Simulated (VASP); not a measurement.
Here is a VASP 6.6.1 calculation.

INCAR

```
SYSTEM = HfO2
  ALGO = Normal
  EDIFF = 1E-6
  ENCUT = 520
  GGA = PE
  ISIF = 2
  ISMEAR = -1
  ISYM = 0
  LASPH = .True.
  LCHARG = .False.
  LREAL = Auto
  LWAVE = .False.
  NBANDS = 81
  NELM = 60
  PREC = Accurate
  SIGMA = 0.1241
```

KPOINTS

```
k-points
0
Gamma
  1 1 1
  0 0 0
```

Contents of POSCAR:

```
HfO2
1.0
    5.9133820000      0.0936650000     -0.0263170000
    0.0936650000      6.1692290000     -0.0293520000
   -0.0263170000     -0.0293520000      5.6660680000
Hf O
6 12
Direct
    0.2609280705      0.2560913141      0.8483166168
    0.7872041860      0.0024992482      0.7982731959
    0.6651514299      0.5880900426      0.0746645485
    0.4242452287      0.0648827142      0.3726237135
    0.8955837815      0.2120320642      0.3005660440
    0.1320161566      0.6437202729      0.5825520884
    0.1608988329      0.0754714474      0.1113461068
    1.0278121906     -0.0387421504      0.5313038555
    0.6735876272      0.2112723652      0.5520300978
    0.7862524815      0.6655713798      0.7787747443
    0.4490523422      0.9424733896      0.7172476909
    0.2195417671      0.3372587349      0.4899750407
    0.8971693763      0.5287333407      0.2999600759
    0.6876522217      0.9670020791      0.1580544724
    0.9037890791      0.2911546408     -0.0593125624
    0.3961190585      0.7033990938      0.3250061304
    0.2319407663      0.5813058659      0.8887550370
    0.4882679843      0.3055262747      0.1235409733
```

Potentials or basis: VASP PAW PBE potentials, release 64 (Hf_pv, O).

Launch:

```console
$ cat potpaw_PBE.64/Hf_pv/POTCAR potpaw_PBE.64/O/POTCAR > POTCAR
$ mpirun -np 1 vasp_gam > vasp.out
```

(1) What does it give for the largest force?

(2) Predict the pressure.

(3) What does it give for the band gap on the k mesh?

## Answers

(1) 5.009 eV/Å.

(2) 14.8 GPa.

(3) 3.32 eV.

Caveat: the k points lie up to 1.11 Å⁻¹ apart; spin-orbit coupling is left out, which moves the levels of the heavy elements.
